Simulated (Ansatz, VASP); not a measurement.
## One calculation of Ru2Pb, two programs

```xyz
3
Lattice="4.4260 0.0000 0.0000 -2.2130 3.8330 0.0000 0.0000 0.0000 3.1428" Properties=species:S:1:pos:R:3 pbc="T T T"
Ru    0.0000    2.5553    1.5714
Ru    2.2130    1.2777    1.5714
Pb    0.0000    0.0000    0.0000
```

Alike in both runs: functional PBE; k mesh 6 × 6 × 6; occupations gaussian, width 0.1 eV; no spin polarisation.

Ansatz relaxed the structure, and its values are those at the end. VASP's run is a single point on that final structure, the one shown.

```csv
,VASP,Ansatz
version,VASP 6.6.1,Ansatz 0.2.0
potentials or method,"VASP PAW PBE potentials, release 64 (Ru_pv, Pb_d), cutoff 520 eV","scalar-relativistic, plane waves, PAW"
valence electrons in the cell,42,46
```

|  | VASP | Ansatz | Ansatz less VASP |
| --- | --- | --- | --- |
| gap on the k mesh at the Fermi level (eV) | none | none | - |
| pressure (GPa) | -0.1 | -0.1 | -0.04 |

A gap of «none» marks a metal or a gap that the smearing closes. VASP's potentials hold 42 valence electrons a cell and Ansatz's 46, so a difference there can come from the potentials and not from the codes.

Neither program's run includes spin-orbit coupling.
